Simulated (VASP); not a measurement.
Write the native input for VASP 6.6.1 that does the following.

```yaml
Task: single point
Functional: r2SCAN
Potentials_or_basis: VASP PAW PBE potentials, release 64 (Re, Ga_d, Si)
Cutoff: 520 eV
k_mesh: 8 × 8 × 3
Occupations: fermi-dirac, width 0.0114 eV
Spin: no spin polarisation
Dipole_correction: no
Further_INCAR_settings: ALGO = Normal; EDIFF = 1e-06; NBANDS = 33
```

The system is GaReSi.

```xyz
6
Lattice="3.2322 0.0000 0.0000 0.0000 3.2322 0.0000 0.0000 0.0000 8.1498" Properties=species:S:1:pos:R:3 pbc="T T T"
Re    2.4241    2.4241    5.9545
Re    0.8080    0.8080    2.1953
Ga    0.8080    0.8080    7.4538
Ga    2.4241    2.4241    0.6960
Si    2.4241    2.4241    3.3838
Si    0.8080    0.8080    4.7660
```

These files were run (other wordings do the same):

POSCAR

```
GaReSi
1.0
    3.2321790000      0.0000000000      0.0000000000
    0.0000000000      3.2321790000      0.0000000000
    0.0000000000      0.0000000000      8.1497620000
Re Ga Si
2 2 2
Direct
    0.7500000000      0.7500000000      0.7306300000
    0.2500000000      0.2500000000      0.2693700000
    0.2500000000      0.2500000000      0.9146000000
    0.7500000000      0.7500000000      0.0854000000
    0.7500000000      0.7500000000      0.4152000000
    0.2500000000      0.2500000000      0.5848000000
```

INCAR.step1

```
SYSTEM = GaReSi
ALGO     = Normal         ! electronic algorithm
EDIFF    = 1E-4           ! SCF threshold, eV
ENCUT    = 520            ! plane-wave cutoff, eV
GGA      = PE             ! functional
ISMEAR   = -1             ! smearing method
LASPH    = .True.         ! aspherical terms in the spheres
LCHARG   = .False.        ! write CHGCAR
LREAL    = .False.        ! projectors in reciprocal space
LWAVE    = .True.         ! write WAVECAR
NBANDS   = 33             ! bands
NELM     = 100            ! most SCF steps
PREC     = Accurate       ! precision mode
SIGMA    = 0.0114         ! smearing width, eV
```

INCAR.step2

```
SYSTEM = GaReSi
ALGO     = Normal         ! electronic algorithm
EDIFF    = 1E-6           ! SCF threshold, eV
ENCUT    = 520            ! plane-wave cutoff, eV
ISIF     = 2              ! what is computed and relaxed
ISMEAR   = -1             ! smearing method
ISTART   = 1            
LASPH    = .True.         ! aspherical terms in the spheres
LCHARG   = .False.        ! write CHGCAR
LMIXTAU  = .True.       
LREAL    = .False.        ! projectors in reciprocal space
LWAVE    = .False.        ! write WAVECAR
METAGGA  = R2SCAN         ! meta-GGA
NBANDS   = 33             ! bands
NELM     = 100            ! most SCF steps
PREC     = Accurate       ! precision mode
SIGMA    = 0.0114         ! smearing width, eV
```

KPOINTS

```
k-points
0
Gamma
  8 8 3
  0 0 0
```

Potentials or basis: VASP PAW PBE potentials, release 64 (Re, Ga_d, Si).

Launch:

```sh
$ cat potpaw_PBE.64/Re/POTCAR potpaw_PBE.64/Ga_d/POTCAR potpaw_PBE.64/Si/POTCAR > POTCAR
$ cp INCAR.step1 INCAR
$ mpirun -np 1 vasp_std > vasp.out
$ cp INCAR.step2 INCAR
$ mpirun -np 1 vasp_std > vasp.out
```

It gave:

```
Pressure               : -8.9 GPa
Largest force          : 0.379 eV/Å
Band gap on the k mesh : 0.39 eV (least direct gap 0.95 eV)
```

Caveat: the cell stands under tension; the PAW data sets were made with another functional, which shifts forces and pressure a little; spin-orbit coupling is left out, which moves the levels of the heavy elements.

Run time: 4 min on 1 thread of Oxide Virtual Turin-like Processor, on a shared host, peak memory 0.21 GiB.
